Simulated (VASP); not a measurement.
# Be (P6_3/mmc) in VASP: further runs

Be is run at these levels: PBEsol, PBE, r2SCAN; tasks: single point.

Program: VASP 6.6.1. These are calculated values, not measurements. Logs are shortened: lines on timing, memory, paths and dates and some standing lists are left out, and cuts for length are marked.

## 1. The cell of the first run

Symmetry: P6_3/mmc, No. 194, hexagonal system. Conventional cell: a = 2.256 Å, b = 2.256 Å, c = 3.557 Å, α = 90.00°, β = 90.00°, γ = 120.00°. Be (site symmetry -6m2) has 12 Be at 2.20 to 2.26 Å within 2.9 Å.

## 2. Single point, PBEsol

File INCAR:

```
SYSTEM = Be
PREC     = Accurate       ! precision mode
ENCUT    = 520            ! plane-wave cutoff, eV
EDIFF    = 1E-7           ! SCF threshold, eV
ISMEAR   = -1             ! smearing method
SIGMA    = 0.05           ! smearing width, eV
LREAL    = .FALSE.        ! projectors in reciprocal space
LASPH    = .TRUE.         ! aspherical terms in the spheres
NELM     = 100            ! most SCF steps
ALGO     = Normal         ! electronic algorithm
ISIF     = 2              ! what is computed and relaxed
LWAVE    = .FALSE.        ! write WAVECAR
LCHARG   = .TRUE.         ! write CHGCAR
GGA      = PS             ! functional
LELF     = .TRUE.         ! ELF
LVHAR    = .TRUE.       
NBANDS   = 9              ! bands
```

File KPOINTS:

```
Automatic mesh
0
G
  13 13 7
  0 0 0
```

File POSCAR:

```
Be
1.0
    2.2555980000      0.0000000000      0.0000000000
   -1.1277990000      1.9534050000      0.0000000000
    0.0000000000      0.0000000000      3.5568890000
Be
2
Direct
    0.3333330000      0.6666670000      0.2500000000
    0.6666670000      0.3333330000      0.7500000000
```

Potentials or basis: VASP PAW PBE potentials, release 64 (Be).

On the command line:

```bash
cat potpaw_PBE.64/Be/POTCAR > POTCAR
mpirun -np 1 vasp_std > vasp.out
```

OUTCAR:

```text
SYSTEM = Be
   PREC = Accurate
   ENCUT = 520
   EDIFF = 1E-7
   ISMEAR = -1
   LREAL = .FALSE.
   LASPH = .TRUE.
   NELM = 100
   ISIF = 2
   GGA = PS

 ion  position               nearest neighbor table
   1  0.333  0.667  0.250-   2 2.20   2 2.20   2 2.20   2 2.20   2 2.20   2 2.20
   2  0.667  0.333  0.750-   1 2.20   1 2.20   1 2.20   1 2.20   1 2.20   1 2.20

  LATTYP: Found a hexagonal cell.
 ALAT       =     2.2555980000
 C/A-ratio  =     1.5769161881

  Lattice vectors:

 A1 = (   2.2555980000,   0.0000000000,   0.0000000000)
 A2 = (  -1.1277990000,   1.9534050000,   0.0000000000)
 A3 = (   0.0000000000,   0.0000000000,   3.5568890000)

Analysis of symmetry for initial positions (statically):
=====================================================================
 Subroutine PRICEL returns:
 Original cell was already a primitive cell.

 Routine SETGRP: Setting up the symmetry group for a
 hexagonal supercell.

 Subroutine GETGRP returns: Found 24 space group operations
 (whereof 12 operations were pure point group operations)
 out of a pool of 24 trial point group operations.

The static configuration has the point symmetry D_3d.
 The point group associated with its full space group is D_6h.

Analysis of symmetry for dynamics (positions and initial velocities):
=====================================================================
 Subroutine PRICEL returns:
 Original cell was already a primitive cell.

 Routine SETGRP: Setting up the symmetry group for a
 hexagonal supercell.

 Subroutine GETGRP returns: Found 24 space group operations
 (whereof 12 operations were pure point group operations)
 out of a pool of 24 trial point group operations.

The dynamic configuration has the point symmetry D_3d.
 The point group associated with its full space group is D_6h.

 Subroutine INISYM returns: Found 24 space group operations
 (whereof 12 operations are pure point group operations),
 and found     1 'primitive' translations

----------------------------------------------------------------------------------------

                                     Primitive cell

  volume of cell :      15.6720

  direct lattice vectors                    reciprocal lattice vectors
     2.255598000  0.000000000  0.000000000     0.443341411  0.255963305  0.000000000
    -1.127799000  1.953405000  0.000000000     0.000000000  0.511926610  0.000000000
     0.000000000  0.000000000  3.556889000     0.000000000  0.000000000  0.281144562

  length of vectors
     2.255598000  2.255597854  3.556889000     0.511926577  0.511926610  0.281144562

  position of ions in fractional coordinates (direct lattice)
     0.333333000  0.666667000  0.250000000
     0.666667000  0.333333000  0.750000000

  ion indices of the primitive-cell ions
   primitive index   ion index
                 1           1
                 2           2

----------------------------------------------------------------------------------------

 KPOINTS: Automatic mesh

Automatic generation of k-mesh.
 Grid dimensions read from file:
 generate k-points for:   13   13    7

 Generating k-lattice:

  Cartesian coordinates                     Fractional coordinates (reciprocal lattice)
     0.034103185  0.019689485  0.000000000     0.076923077  0.000000000  0.000000000
     0.000000000  0.039378970  0.000000000     0.000000000  0.076923077  0.000000000
     0.000000000  0.000000000  0.040163509     0.000000000  0.000000000  0.142857143

  Length of vectors
     0.039378967  0.039378970  0.040163509

  Shift w.r.t. Gamma in fractional coordinates (k-lattice)
     0.000000000  0.000000000  0.000000000

 Subroutine IBZKPT returns following result:
 ===========================================

 Found     84 irreducible k-points:

 Following reciprocal coordinates:
            Coordinates               Weight
  0.000000  0.000000  0.000000      1.000000
  0.076923  0.000000  0.000000      6.000000
  0.153846  0.000000  0.000000      6.000000
  0.230769  0.000000  0.000000      6.000000
  0.307692  0.000000  0.000000      6.000000
  0.384615  0.000000  0.000000      6.000000
[... 16 lines left out ...]
  0.076923  0.000000  0.142857     12.000000
  0.153846  0.000000  0.142857     12.000000
 [... further k-points ...]
   k-points           NKPTS =     84   k-points in BZ     NKDIM =     84   number of bands    NBANDS=      9
   number of dos      NEDOS =    301   number of ions     NIONS =      2
   total plane-waves  NPLWV =   9072
   dimension x,y,z NGX =    18 NGY =   18 NGZ =   28
   dimension x,y,z NGXF=    36 NGYF=   36 NGZF=   56
   ions per type =               2
   NGX,Y,Z   is equivalent  to a cutoff of  13.27, 13.27, 13.09 a.u.
   NGXF,Y,Z  is equivalent  to a cutoff of  26.53, 26.53, 26.17 a.u.
 SYSTEM =  Be
   PREC   = accura    normal or accurate (medium, high low for compatibility)
   ISTART =      0    job   : 0-new  1-cont  2-samecut
   ICHARG =      2    charge: 1-file 2-atom 10-const
   ISPIN  =      1    spin polarized calculation?
   LNONCOLLINEAR =      F non collinear calculations
   LSORBIT =      F    spin-orbit coupling
   LASPH  =      T    aspherical Exc in radial PAW
   ENCUT  =  520.0 eV  38.22 Ry    6.18 a.u.   4.19  4.19  6.61*2*pi/ulx,y,z
   NELM   =    100;   NELMIN=  2; NELMDL= -5     # of ELM steps
   EDIFF  = 0.1E-06   stopping-criterion for ELM
   LREAL  =      F    real-space projection
   EDIFFG = 0.1E-05   stopping-criterion for IOM
   NSW    =      0    number of steps for IOM
   IBRION =     -1    ionic relax: 0-MD 1-quasi-New 2-CG
   NFREE  =      0    steps in history (QN), initial steepest desc. (CG)
   ISIF   =      2    stress and relaxation
   ISYM   =      2    0-nonsym 1-usesym 2-fastsym
   POTIM  = 0.5000    time-step for ionic-motion
   TEBEG  =    0.0;   TEEND  =   0.0 temperature during run
   PSTRESS=    0.0 pullay stress
   NELECT =       4.0000    total number of electrons
   NUPDOWN=      -1.0000    fix difference up-down
   EMIN   =  10.00;   EMAX   =-10.00  energy-range for DOS
   EFERMI =   0.00;   METHOD = LEGACY
   ISMEAR =    -1;   SIGMA  =   0.05  broadening in eV -4-tet -1-fermi 0-gaus
   EFERMI_NEDOS =   21; number of points for ismear=-14 and -15
   IALGO  =     38    algorithm
   IMIX   =      4    mixing-type and parameters
     AMIX     =   0.40;   BMIX     =  1.00
     AMIX_MAG =   1.60;   BMIX_MAG =  1.00
  volume/ion in A,a.u.               =       7.84        52.88
  Fermi-wavevector in a.u.,A,eV,Ry     =   1.038453  1.962391 14.672306  1.078384
  Thomas-Fermi vector in A             =   2.172938
   LORBIT       =      0    0 simple, 1 ext, 2 COOP (PROOUT), +10 PAW based schemes
   GGA     = PS    functional components
   LHFCALC =     F    Hartree Fock is set to
   AEXX    =    0.0000 exact exchange contribution
   IVDW    =     0    specifies the selected vdW correction
   LEPSILON=     F    determine dielectric tensor
   LRPA    =     F    only Hartree local field effects (RPA)
 non-spin polarized calculation
  energy-cutoff  :      520.00
  volume of cell :       15.67
 maximum number of plane-waves:       436
 NGX is ok and might be reduce to    18
   NGX =  9   NGY =  9   NGZ = 13

 number of electron       4.0000000 magnetization

 Free energy of the ion-electron system (eV)
  ---------------------------------------------------
  ext. energy  EPLUGINS =         0.00000000
  ---------------------------------------------------
  free energy    TOTEN  =        -7.99272418 eV

  energy without entropy =       -7.99168452  energy(sigma->0) =       -7.99220435

 E-fermi :   6.9201     XC(G=0): -10.6374

 val. band max:        6.8041695189   @ k =   0.2308   0.1538   0.0000
 cond. band min:       7.0064406693   @ k =   0.3077   0.1538   0.0000
 fundamental gap:      0.2022711503
 Fermi energy:         6.9201003162

 k-point     1 :       0.0000    0.0000    0.0000
  band No.  band energies     occupation
      1      -4.3041      2.00000
      2       2.5830      2.00000
      3       8.2207      0.00000
      4      23.2238      0.00000
      5      23.2238      0.00000
      6      26.0797      0.00000
      7      26.0797      0.00000
      8      28.1402      0.00000
      9      34.3563      0.00000

 k-point     2 :       0.0769    0.0000    0.0000
  band No.  band energies     occupation
      1      -4.1337      2.00000
      2       2.8077      2.00000
      3       8.2683      0.00000
      4      21.8649      0.00000
      5      22.2498      0.00000
      6      26.0843      0.00000
      7      26.5372      0.00000
      8      27.8129      0.00000
      9      32.1073      0.00000

 k-point     3 :       0.1538    0.0000    0.0000
  band No.  band energies     occupation
      1      -3.6221      2.00000
      2       3.4806      2.00000
      3       8.3857      0.00000
      4      18.9587      0.00000
      5      20.6014      0.00000
      6      25.8477      0.00000
      7      26.5340      0.00000
      8      26.5941      0.00000
      9      29.0657      0.00000

 k-point     4 :       0.2308    0.0000    0.0000
  band No.  band energies     occupation
      1      -2.7689      2.00000
      2       4.5967      2.00000
      3       8.4363      0.00000
      4      15.9420      0.00000
      5      19.0774      0.00000
      6      23.9117      0.00000
      7      24.3464      0.00000
      8      25.9620      0.00000
      9      27.2563      0.00000

 k-point     5 :       0.3077    0.0000    0.0000
  band No.  band energies     occupation
      1      -1.5784      2.00000
      2       6.1438      2.00000
      3       7.9517      0.00000
      4      13.8245      0.00000
      5      17.8693      0.00000
      6      20.5184      0.00000
      7      21.6842      0.00000
      8      25.1753      0.00000
      9      26.9524      0.00000

 k-point     6 :       0.3846    0.0000    0.0000
  band No.  band energies     occupation
      1      -0.0746      2.00000
      2       6.4049      1.99993
      3       8.0829      0.00000
      4      13.3178      0.00000
      5      17.0426      0.00000
      6      17.1182      0.00000
      7      19.2399      0.00000
      8      24.5502      0.00000
      9      26.9381      0.00000
[... 169 lines left out ...]
 k-point    21 :       0.3077    0.3077    0.0000
  band No.  band energies     occupation
      1       3.8186      2.00000
      2       6.3930      1.99995
      3       6.6778      1.98441
      4      12.6571      0.00000
      5      13.8765      0.00000
      6      14.8367      0.00000
      7      19.6888      0.00000
      8      21.0777      0.00000
      9      21.4928      0.00000

 k-point    22 :       0.0000    0.0000    0.1429
  band No.  band energies     occupation
      1      -4.1273      2.00000
      2       1.6637      2.00000
      3       9.5542      0.00000
      4      23.3846      0.00000
      5      23.3846      0.00000
      6      26.0194      0.00000
      7      26.0195      0.00000
      8      26.8015      0.00000
      9      35.0789      0.00000

 k-point    23 :       0.0769    0.0000    0.1429
  band No.  band energies     occupation
      1      -3.9567      2.00000
      2       1.8663      2.00000
      3       9.6217      0.00000
      4      22.0353      0.00000
      5      22.4315      0.00000
      6      25.7986      0.00000
      7      26.3295      0.00000
      8      26.7902      0.00000
      9      32.0018      0.00000

 k-point    24 :       0.1538    0.0000    0.1429
  band No.  band energies     occupation
      1      -3.4446      2.00000
      2       2.4674      2.00000
      3       9.8002      0.00000
      4      19.1243      0.00000
      5      20.8027      0.00000
      6      25.1060      0.00000
      7      25.8762      0.00000
      8      26.1172      0.00000
      9      29.3413      0.00000

 [... further k-points ...]

------------------------ aborting loop because EDIFF is reached ----------------------------------------

  FORCE on cell =-STRESS in cart. coord.  units (eV):
  Direction    XX          YY          ZZ          XY          YZ          ZX
  --------------------------------------------------------------------------------------
  -------------------------------------------------------------------------------------
  Total        0.1320143      0.1320143     -0.1359768      0.0000000      0.0000000      0.0000000
  in kB       13.4960683     13.4960660    -13.9011653      0.0000000      0.0000000      0.0000000
  external PRESSURE =       4.3636563 kB  Pullay stress =       0.0000000 kB

 VOLUME and BASIS-vectors are now :
 -----------------------------------------------------------------------------
  energy-cutoff  :      520.00
  volume of cell :       15.67
      direct lattice vectors                 reciprocal lattice vectors
     2.255598000  0.000000000  0.000000000     0.443341411  0.255963305  0.000000000
    -1.127799000  1.953405000  0.000000000     0.000000000  0.511926610  0.000000000
     0.000000000  0.000000000  3.556889000     0.000000000  0.000000000  0.281144562

 POSITION                                       TOTAL-FORCE (eV/Angst)
 -----------------------------------------------------------------------------------
     -0.00000      1.30227      0.88922        -0.000000     -0.000000      0.000000
      1.12780      0.65113      2.66767         0.000000      0.000000      0.000000
 -----------------------------------------------------------------------------------
    total drift:                                0.000003     -0.000002      0.000005

  FREE ENERGIE OF THE ION-ELECTRON SYSTEM (eV)
  ---------------------------------------------------
  free  energy   TOTEN  =        -7.9927241787 eV

  energy  without entropy=       -7.9916845243  energy(sigma->0) =       -7.99220435
```

It took 5.3 s on 1 thread of Intel Xeon 6975P-C, shared host; peak memory 0.12 GiB.

Results:

```
Free energy            : -7.9927 eV
Pressure               : 0.4 GPa
Band gap on the k mesh : zero (band 2 reaches 8.17 eV, above the bottom of band 3 at 6.55 eV)
```

Levels at points of the mesh, in eV from the Fermi level:
| k point | band 1 | band 2 | band 3 | band 4 | band 5 | band 6 |
| --- | --- | --- | --- | --- | --- | --- |
| (0.00, 0.00, 0.00) | -11.22 | -4.34 | 1.30 | 16.30 | 16.30 | 19.16 |

Caveat: the PAW data sets were made with another functional, which shifts forces and pressure a little.

## 3. Single point, PBE

Changes to INCAR since step 2:

```diff
@@ -12,6 +12,4 @@
 LWAVE    = .FALSE.        ! write WAVECAR
-LCHARG   = .TRUE.         ! write CHGCAR
-GGA      = PS             ! functional
-LELF     = .TRUE.         ! ELF
-LVHAR    = .TRUE.       
+LCHARG   = .FALSE.        ! write CHGCAR
+GGA      = PE             ! functional
 NBANDS   = 9              ! bands
```

File KPOINTS:

```
regular mesh
0
G
  13 13 7
  0 0 0
```

POSCAR is that of step 2.

Potentials or basis: VASP PAW PBE potentials, release 64 (Be).

On the command line:

```bash
cat potpaw_PBE.64/Be/POTCAR > POTCAR
mpirun -np 1 vasp_std > vasp.out
```

Run time: 6.1 s. Hardware: 1 thread of Intel Xeon 6975P-C, shared host; peak memory 0.13 GiB.

Results (log left out):

| Property | Result |
| --- | --- |
| Free energy | -7.5297 eV |
| Pressure | 1.3 GPa |
| Band gap on the k mesh | zero (band 2 reaches 8.20 eV, above the bottom of band 3 at 6.56 eV) |

Stress tensor (GPa, compression positive):
```
 2.34  0.00  0.00
 0.00  2.34  0.00
 0.00  0.00 -0.65
```

Levels at points of the mesh, in eV from the Fermi level:
```
           k point  band 1  band 2  band 3  band 4  band 5  band 6
(0.00, 0.00, 0.00)  -11.24   -4.33    1.27   16.29   16.29   19.15
```

## 4. Single point, r2SCAN

POSCAR is that of step 3.

File INCAR.step1:

```
SYSTEM = Be
PREC = Accurate ; ENCUT = 520
ISMEAR = -1 ; SIGMA = 0.05
LREAL = .False. ; LASPH = .True.
NELM = 100 ; NBANDS = 9
GGA = PE ; ALGO = Normal
EDIFF = 1E-4 ; LWAVE = .True.
LCHARG = .False.
```

File INCAR.step2:

```
SYSTEM = Be
PREC = Accurate ; ENCUT = 520
EDIFF = 1E-6 ; ISMEAR = -1
SIGMA = 0.05 ; LREAL = .False.
LASPH = .True. ; NELM = 100
ALGO = Normal ; ISIF = 2
LWAVE = .False. ; LCHARG = .True.
METAGGA = R2SCAN ; LMIXTAU = .True.
LELF = .True. ; LVHAR = .True.
NBANDS = 9 ; ISTART = 1
```

File KPOINTS:

```
Automatic mesh
0
Gamma
  13 13 7
  0 0 0
```

Potentials or basis: VASP PAW PBE potentials, release 64 (Be).

On the command line:

```bash
cat potpaw_PBE.64/Be/POTCAR > POTCAR
cp INCAR.step1 INCAR
mpirun -np 1 vasp_std > vasp.out
cp INCAR.step2 INCAR
mpirun -np 1 vasp_std > vasp.out
```

OUTCAR:

```text
SYSTEM = Be
   PREC = Accurate
   ENCUT = 520
   EDIFF = 1E-6
   ISMEAR = -1
   LREAL = .False.
   LASPH = .True.
   NELM = 100
   ISIF = 2
   METAGGA = R2SCAN
   ISTART = 1

 ion  position               nearest neighbor table
   1  0.333  0.667  0.250-   2 2.20   2 2.20   2 2.20   2 2.20   2 2.20   2 2.20
   2  0.667  0.333  0.750-   1 2.20   1 2.20   1 2.20   1 2.20   1 2.20   1 2.20

  LATTYP: Found a hexagonal cell.
 ALAT       =     2.2555980000
 C/A-ratio  =     1.5769161881

  Lattice vectors:
[... 477 lines left out ...]

------------------------ aborting loop because EDIFF is reached ----------------------------------------

  FORCE on cell =-STRESS in cart. coord.  units (eV):
  Direction    XX          YY          ZZ          XY          YZ          ZX
  --------------------------------------------------------------------------------------
  -------------------------------------------------------------------------------------
  Total        0.2223695      0.2223694     -0.0363871     -0.0000000     -0.0000000      0.0000000
  in kB       22.7332446     22.7332407     -3.7199233     -0.0000000     -0.0000000      0.0000000
  external PRESSURE =      13.9155207 kB  Pullay stress =       0.0000000 kB

 VOLUME and BASIS-vectors are now :
 -----------------------------------------------------------------------------
  energy-cutoff  :      520.00
  volume of cell :       15.67
      direct lattice vectors                 reciprocal lattice vectors
     2.255598000  0.000000000  0.000000000     0.443341411  0.255963305  0.000000000
    -1.127799000  1.953405000  0.000000000     0.000000000  0.511926610  0.000000000
     0.000000000  0.000000000  3.556889000     0.000000000  0.000000000  0.281144562

 POSITION                                       TOTAL-FORCE (eV/Angst)
 -----------------------------------------------------------------------------------
     -0.00000      1.30227      0.88922         0.000000      0.000000      0.000000
      1.12780      0.65113      2.66767        -0.000000     -0.000000      0.000000
 -----------------------------------------------------------------------------------
    total drift:                                0.000003     -0.000002      0.000004

  FREE ENERGIE OF THE ION-ELECTRON SYSTEM (eV)
  ---------------------------------------------------
  free  energy   TOTEN  =        -8.6768983010 eV

  energy  without entropy=       -8.6760605489  energy(sigma->0) =       -8.67647942
```

Run time: 20 s. Hardware: 1 thread of Intel Xeon 6975P-C, shared host; peak memory 0.13 GiB.

What came out:

```yaml
Free_energy: -8.6769 eV
Pressure: 1.4 GPa
Band_gap_on_the_k_mesh: zero (band 2 reaches 8.39 eV, above the bottom of band 3 at 6.64 eV)
```

Stress tensor (GPa, compression positive):
```
 2.27  0.00  0.00
 0.00  2.27  0.00
 0.00  0.00 -0.37
```

Levels at points of the mesh, in eV from the Fermi level:
| k point | band 1 | band 2 | band 3 | band 4 | band 5 | band 6 |
| --- | --- | --- | --- | --- | --- | --- |
| (0.00, 0.00, 0.00) | -12.11 | -4.62 | 1.24 | 17.66 | 17.66 | 20.70 |

Caveat: the PAW data sets were made with another functional, which shifts forces and pressure a little.

## 5. The runs side by side

```tsv
level	gap on the mesh (eV)	pressure (GPa)
PBEsol	none	0.4
PBE	none	1.3
r2SCAN	none	1.4
```

Alike in all rows: task single point; potentials or basis VASP PAW PBE potentials, release 64 (Be); no spin polarisation; cell as given; k mesh 13 × 13 × 7; cutoff (eV) 520; smearing fermi-dirac 0.05 eV.

Every run on the cell as given and a fine mesh finds a metal. The pressure there spans 0.4 GPa (PBEsol) to 1.4 GPa (r2SCAN); a positive pressure means that this level wants a larger cell, a negative one a smaller.

Caveats: the PAW data sets were made with another functional, which shifts forces and pressure a little (some runs).

Total energies depend on the potentials used, so only differences within one code and one set of settings carry meaning.
